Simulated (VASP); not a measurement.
Wanted: the native input for a VASP 6.6.1 run.

* Task: single point
* Functional: LDA
* Potentials or basis: VASP PAW LDA potentials, release 64 (Ti_sv, O)
* Cutoff: 520 eV
* k mesh: 8 × 8 × 6
* Occupations: gaussian, width 0.02 eV
* Spin: no spin polarisation
* Dipole correction: no
* Further INCAR settings: ALGO = Normal; EDIFF = 1e-06; NBANDS = 33

The structure of TiO2 lies in POSCAR:

```
TiO2
1.0
    2.6439701434     -2.6439844221     -0.0194580017
    2.6439701434      2.6439844221     -0.0194580017
   -2.6076207123      0.0000000000      4.7475905479
Ti O
2 4
Direct
    0.1250838811      0.8749161189      0.2500000000
    0.8749161189      0.1250838811      0.7500000000
    0.3329229847      0.0831208130      0.6659429413
    0.6670770153      0.9168791870      0.3340570587
    0.9168791870      0.6670770153      0.8340570587
    0.0831208130      0.3329229847      0.1659429413
```

One way to write it, as run:

INCAR

```
  PREC = Accurate
  ENCUT = 520
  EDIFF = 1E-6
  ISMEAR = 0
  SIGMA = 0.02
  LREAL = False
  LASPH = True
  NELM = 80
  ALGO = Normal
  ISIF = 2
  LWAVE = False
  LCHARG = True
  LELF = True
  LVHAR = True
  NBANDS = 33
```

KPOINTS

```
regular mesh
0
Gamma
  8 8 6
```

Potentials or basis: VASP PAW LDA potentials, release 64 (Ti_sv, O).

Run with:

```sh
$ cat potpaw_LDA.64/Ti_sv/POTCAR potpaw_LDA.64/O/POTCAR > POTCAR
$ mpirun -np 1 vasp_std > vasp.out
```

Results of the run:

The pressure is 1.3 GPa, the largest force is 0.033 eV/Å and the band gap on the k mesh is 2.11 eV (least direct gap 2.42 eV).

It took 2.4 min on 1 thread of AMD EPYC 9R45 96-Core Processor (Zen 5), with other jobs on the host, peak memory 0.26 GiB.
